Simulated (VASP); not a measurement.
## RbBaSi2: single point with PBE

The system is RbBaSi2.

```
Rb Ba Si
1.0
     4.55921    0.00000    0.00000
    -2.27960    3.94839    0.00000
     0.00000    0.00000    6.80694
Rb Ba Si
1 1 2
Cartesian
  0.0000 0.0000 0.0000
  0.0000 0.0000 3.4035
  0.0000 2.6323 3.4035
  2.2796 1.3161 3.4035
```

The cell was generated, and may not be a known phase.

```json
{
 "Program": "VASP 6.6.1",
 "Task": "single point",
 "Functional": "PBE",
 "Potentials or basis": "VASP PAW PBE potentials, release 64 (Rb_sv, Ba_sv, Si)",
 "Cutoff": "520 eV",
 "k mesh": "6 × 6 × 4",
 "Occupations": "gaussian, width 0.1 eV",
 "Spin": "no spin polarisation",
 "Dipole correction": "no",
 "Further INCAR settings": "ALGO = Normal; EDIFF = 1e-07; NBANDS = 22"
}
```

```
Pressure               : 15.5 GPa
Band gap on the k mesh : zero (an odd number of electrons rules out a gap without spin polarisation)
```

Stress tensor (GPa, compression positive):
```
22.17  0.00  0.00
 0.00 22.17  0.00
 0.00  0.00  2.27
```

Levels at points of the mesh, in eV from the Fermi level:
| k point | band 11 | band 12 | band 13 | band 14 | band 15 | band 16 | band 17 | band 18 |
| --- | --- | --- | --- | --- | --- | --- | --- | --- |
| (0.00, 0.00, 0.00) | -4.78 | -3.46 | -2.33 | -1.27 | 1.89 | 1.95 | 1.95 | 2.68 |
| (0.50, 0.00, 0.00) | -3.17 | -1.36 | -0.69 | -0.30 | 0.21 | 0.59 | 0.82 | 2.09 |
| (0.00, 0.00, 0.50) | -4.77 | -3.45 | -2.86 | 1.07 | 1.16 | 2.46 | 2.46 | 2.56 |
| (0.50, 0.00, 0.50) | -3.05 | -1.36 | -0.76 | -0.68 | 0.22 | 1.20 | 2.29 | 2.78 |

Run time: 94 s on 1 thread of Oxide Virtual Turin-like Processor, with other jobs on the host, peak memory 0.23 GiB.

Caveat: the stress differs along the axes, from 2 to 22 GPa; spin-orbit coupling is left out, which moves the levels of the heavy elements; an odd number of electrons without spin polarisation forces a metal; a magnetic or distorted state may lie lower.
